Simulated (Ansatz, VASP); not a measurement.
SnO2: VASP beside Ansatz

```
CELL_PARAMETERS angstrom
1.60540 0.92688 4.41036
-1.60540 0.92688 4.41036
0.00000 -1.85375 4.41036
ATOMIC_POSITIONS crystal
Sn 0.50000 0.50000 0.50000
O 0.24144 0.24144 0.24144
O 0.75856 0.75856 0.75856
```

Alike in both runs: functional PBEsol; k mesh 12 × 12 × 12; occupations gaussian, width 0.02 eV; no spin polarisation.

Ansatz relaxed the structure, and its values are those at the end. VASP's run is a single point on that final structure, the one shown.

|  | VASP | Ansatz |
| --- | --- | --- |
| version | VASP 6.6.1 | Ansatz 0.2.0 |
| potentials or method | VASP PAW PBE potentials, release 64 (Sn_d, O), cutoff 520 eV | scalar-relativistic, plane waves, PAW |
| valence electrons in the cell | 26 | 26 |

Ansatz gave:

- gap on the k mesh at the Fermi level (eV): 1.80
- least direct gap on the mesh (eV): 1.82
- pressure (GPa): 0.0
- rms of the force components (eV/Å): 0.000

**Question.** Estimate VASP's values.

**Answer.** gap on the k mesh at the Fermi level (eV): 1.78; least direct gap on the mesh (eV): 1.81; pressure (GPa): 0.8; rms of the force components (eV/Å): 0.029.

VASP's potentials were made for PBE, not for PBEsol, and Ansatz warns of the same on its side.
